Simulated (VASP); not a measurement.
**KBr: single point with PBE-based screened hybrid**

KBr:

```
Br K
1.0
     0.00000    3.36472    3.36472
     3.36472    0.00000    3.36472
     3.36472    3.36472    0.00000
Br K
1 1
Cartesian
  3.3647 3.3647 3.3647
  0.0000 0.0000 0.0000
```

```yaml
Program: VASP 6.6.1
Task: single point
Functional: PBE-based screened hybrid
Potentials_or_basis: VASP PAW PBE potentials, release 64 (Br, K_sv)
Cutoff: 520 eV
k_mesh: 4 × 4 × 4
Occupations: gaussian, width 0.1 eV
Spin: no spin polarisation
Dipole_correction: no
Grid_for_exact_exchange_PRECFOCK: Normal
Share_of_exact_exchange: 0.25
Further_INCAR_settings: ALGO = Normal; EDIFF = 1e-06; NBANDS = 15
Screening_parameter: 0.3 1/Å
```

```yaml
Pressure: -0.4 GPa
Band_gap_on_the_k_mesh: 5.21 eV, direct
```

Levels at points of the mesh, in eV from the valence-band top:
```csv
k point,band 4,band 5,band 6,band 7,band 8,band 9,band 10,band 11,band 12,band 13
"(0.00, 0.00, 0.00)",-12.18,-12.18,0.00,0.00,0.00,5.21,8.68,8.68,8.68,9.59
"(0.50, 0.00, 0.00)",-12.18,-11.95,-1.09,-0.29,-0.29,7.38,9.08,10.92,10.92,10.93
"(0.50, 0.50, 0.00)",-12.21,-12.21,-0.78,-0.28,-0.28,6.88,8.01,10.19,10.59,10.79
```

Wall time 13 min on 1 thread of Intel Xeon 8259CL (shared host), peak memory 0.32 GiB.

Caveat: the PAW data sets were made with another functional, which shifts forces and pressure a little.
